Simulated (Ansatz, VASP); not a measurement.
# BAs in VASP and in Ansatz

```
B As
1.0
     0.00000    2.40963    2.40963
     2.40963    0.00000    2.40963
     2.40963    2.40963    0.00000
B As
1 1
Cartesian
  1.2048 1.2048 1.2048
  0.0000 0.0000 0.0000
```

Alike in both runs: task single point; functional PBE; k mesh 6 × 6 × 6; occupations gaussian, width 0.1 eV; collinear spin.

|  | VASP | Ansatz |
| --- | --- | --- |
| version | VASP 6.6.1 | Ansatz 0.2.0 |
| potentials or method | VASP PAW PBE potentials, release 64 (B, As), cutoff 500 eV | scalar-relativistic, plane waves, PAW |
| valence electrons in the cell | 8 | 18 |

VASP gave:

```
gap on the k mesh at the Fermi level (eV) : 1.29
least direct gap on the mesh (eV)         : 3.24
pressure (GPa)                            : -0.2
net moment per atom (μB)                  : 0.00
```

**Question.** What did Ansatz give for the same quantities?

**Answer.** gap on the k mesh at the Fermi level (eV): 1.30; least direct gap on the mesh (eV): 3.25; pressure (GPa): -0.8; net moment per atom (μB): 0.00.

VASP's potentials hold 8 valence electrons a cell and Ansatz's 18, so a difference there can come from the potentials and not from the codes. Ansatz's warnings: seeded moment not kept.
